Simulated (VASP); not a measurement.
**Ni: single point with revPBE**

Crystal: Ni.

```
Ni
1.0
     0.00000    1.76922    1.76922
     1.76922    0.00000    1.76922
     1.76922    1.76922    0.00000
Ni
1
Direct
  0.00000 0.00000 0.00000
```

- Program: VASP 6.6.1
- Task: single point
- Functional: revPBE
- Potentials or basis: VASP PAW PBE potentials, release 64 (Ni)
- Cutoff: 520 eV
- k mesh: 15 × 15 × 15
- Occupations: fermi-dirac, width 0.1 eV
- Spin: non-collinear spin, zero start, spin-orbit coupling
- Starting moments: [[0.0, 0.0, 0.0]] μB

```json
{
  "Pressure": "0.3 GPa",
  "Net moment": "0.00 μB per cell",
  "Valence electrons inside the program's atomic spheres": "Ni 9.28"
}
```

Moments on the atoms (μB; x, y, z):
```
Ni  0.00 0.00 0.00
```

Wall time 52 s on 1 thread of Intel(R) Xeon(R) Platinum 8375C CPU @ 2.90GHz (Ice Lake), with other jobs on the host, peak memory 0.18 GiB.

Caveat: the PAW data sets were made with another functional, which shifts forces and pressure a little.
